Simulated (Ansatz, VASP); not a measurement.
# SbS2: VASP beside Ansatz

```xyz
6
Lattice="3.6137 0.0000 0.0000 -1.8068 3.1295 0.0000 0.0000 0.0000 11.6917" Properties=species:S:1:pos:R:3 pbc="T T T"
Sb    0.0000    2.0864    2.9229
Sb    1.8068    1.0432    8.7688
S     0.0000    2.0864    7.0859
S     1.8068    1.0432    1.2400
S     0.0000    2.0864   10.4517
S     1.8068    1.0432    4.6058
```

Alike in both runs: functional PBEsol; k mesh 6 × 6 × 2; occupations gaussian, width 0.1 eV; no spin polarisation.

Ansatz relaxed the structure, and its values are those at the end. VASP's run is a single point on that final structure, the one shown.

|  | VASP | Ansatz |
| --- | --- | --- |
| version | VASP 6.6.1 | Ansatz 0.2.0 |
| potentials or method | VASP PAW PBE potentials, release 64 (Sb, S), cutoff 520 eV | scalar-relativistic, plane waves, PAW |
| valence electrons in the cell | 34 | 54 |

VASP gave:

```
gap on the k mesh at the Fermi level (eV) : none
pressure (GPa)                            : 0.0
rms of the force components (eV/Å)        : 0.006
```

Estimate Ansatz's values.

gap on the k mesh at the Fermi level (eV): none; pressure (GPa): 0.1; rms of the force components (eV/Å): 0.009.

VASP's potentials were made for PBE, not for PBEsol. A gap of «none» marks a metal or a gap that the smearing closes. VASP's potentials hold 34 valence electrons a cell and Ansatz's 54, so a difference there can come from the potentials and not from the codes.

Spin-orbit coupling is off throughout.
